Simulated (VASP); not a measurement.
A run of VASP 6.6.1 is set up as follows.

INCAR

```
PREC = Accurate
ENCUT = 400
EDIFF = 1E-6
ISMEAR = 1
SIGMA = 0.1
LREAL = False
LASPH = True
NELM = 120
ALGO = Normal
ISIF = 2
LWAVE = False
LCHARG = False
LDIPOL = True
IDIPOL = 3
DIPOL = 0.5 0.5 0.444
GGA = PE
IVDW = 12
NBANDS = 32
GGA_COMPAT = False
NELMDL = -8
```

KPOINTS

```
regular mesh
0
Gamma
  12 12 1
```

The input POSCAR:

```
Zr
1.0
    3.0912745875      0.0000000000      0.0000000000
   -1.5456372938      2.6771223229      0.0000000000
    0.0000000000      0.0000000000     24.5574958345
Zr
4
Direct
    0.6666666667      0.3333333333      0.2850453502
    0.3333333333      0.6666666667      0.3869783538
    0.6666666667      0.3333333333      0.4946483325
    0.3333333333      0.6666666667      0.6102933825
```

Potentials or basis: VASP PAW PBE potentials, release 64 (Zr_sv).

Command:

```bash
$ cat potpaw_PBE.64/Zr_sv/POTCAR > POTCAR
$ mpirun -np 1 vasp_std > vasp.out
```

(1) Predict the band gap on the k mesh.

(2) Predict the dispersion energy per atom.

## Answers

(1) zero (bands 24 and 25 overlap by 0.87 eV).

(2) -0.424 eV.
